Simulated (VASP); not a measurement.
Runs of VASP 6.6.1 on BeAs2C. It takes space group P-4m2 (No. 115, tetragonal). The conventional cell has a = 3.425 Å, b = 3.425 Å, c = 4.897 Å, α = 90.00°, β = 90.00°, γ = 90.00°. Within 2.8 Å of Be (site symmetry -4m2) lie 4 As at 2.14 Å. As (site symmetry 2mm) has 2 C at 2.08 Å and 2 Be at 2.14 Å within 2.7 Å. Within 2.7 Å of C (site symmetry -4m2) lie 4 As at 2.08 Å. 

```csv
level,potentials or basis,spin,k mesh,cutoff (eV),gap on the mesh (eV),pressure (GPa),largest force (eV/Å)
PBE,"VASP PAW PBE potentials, release 64 (Be, As, C)",off,6 × 6 × 6,600,none,2.5,0.12
LDA,"VASP PAW LDA potentials, release 64 (Be, As, C)",off,4 × 4 × 4,600,none,(a),0.19
PBE,"VASP PAW PBE potentials, release 64 (Be, As, C)",off,6 × 6 × 4,600,none,2.5,0.08
r2SCAN,"VASP PAW PBE potentials, release 64 (Be, As, C)",off,4 × 4 × 2,660,none,1.6,0.24
PBE,"VASP PAW PBE potentials, release 64 (Be, As, C)","non-collinear, zero start, SOC",4 × 4 × 4,600,-,3.1,0.08
```

Alike in all rows: task single point; cell as given; smearing fermi-dirac 0.02 eV.

Problem. Estimate the missing entries.

Solution. (a) -3.0.

Caveats: some runs use coarse meshes; the PAW data sets were made with another functional, which shifts forces and pressure a little (at least some runs).

A k mesh can miss the band edges, and rows without SOC leave out spin-orbit coupling on As.

A gap of «none» marks levels without a gap at the run's occupations.
